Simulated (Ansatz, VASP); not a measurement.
One calculation of Co, two programs

Contents of INCAR:

```
PREC = Accurate ; ENCUT = 520
EDIFF = 1E-6 ; ISMEAR = -1
SIGMA = 1.0 ; LREAL = F
LASPH = T ; NELM = 100
ALGO = Normal ; ISIF = 2
LWAVE = F ; LCHARG = F
GGA = CA ; NBANDS = 16
```

File KPOINTS:

```
regular mesh
0
Gamma
  15 15 8
```

Contents of POSCAR:

```
Co
1.0
    2.3995686430      0.0000000000      0.0000000000
   -1.1997843215      2.0780874030      0.0000000000
    0.0000000000      0.0000000000      3.8656883379
Co
2
Direct
    0.3333333333      0.6666666667      0.2500000000
    0.6666666667      0.3333333333      0.7500000000
```

Input for Ansatz:

```yaml
crystal:
  lattice:
    - [2.399568643, 0.0, 0.0]
    - [-1.1997843215, 2.078087403, 0.0]
    - [0.0, 0.0, 3.8656883379]
  atoms:
    - { symbol: Co, position: [0.3333333333, 0.6666666667, 0.25] }
    - { symbol: Co, position: [0.6666666667, 0.3333333333, 0.75] }
hamiltonian:
  xc: lda
  pseudopotentials:
    kind: paw
    azcp:
      Co: "pseudopotentials/Co.paw.azcp"
basis:
  ecutwfc: 420
  fft_grid_basis: typed
kpoints:
  mp_grid: { grid: [15, 15, 8], shift: [0, 0, 0] }
magnetization:
  spin_polarized: false
scf:
  occupations: { method: fermi_dirac, width: 1.0 }
  lower_state_search: "off"
output:
  stress: true
```

Alike in both runs: task single point; functional LDA; k mesh 15 × 15 × 8; occupations fermi-dirac, width 1 eV; no spin polarisation.

```csv
,VASP,Ansatz
version,VASP 6.6.1,Ansatz 0.2.0
potentials or method,"VASP PAW LDA potentials, release 64 (Co), cutoff 520 eV","plane waves (420 eV) with PAW, scalar-relativistic"
valence electrons in the cell,18,34
```

|  | VASP | Ansatz | Ansatz less VASP |
| --- | --- | --- | --- |
| pressure (GPa) | 33.5 | 34.2 | +0.72 |
| traceless stress, the component that is largest in VASP (GPa) | 2.80 | 2.88 | +0.071 |

Ansatz warns that its potentials were made for another functional, while VASP's fit it. LDA's correlation is that of Perdew and Zunger in VASP and of Perdew and Wang (1992) in Ansatz. Both programs put the cell under a high pressure, so it lies far from rest at this level. VASP's potentials hold 18 valence electrons a cell and Ansatz's 34, so a difference there can come from the potentials and not from the codes.
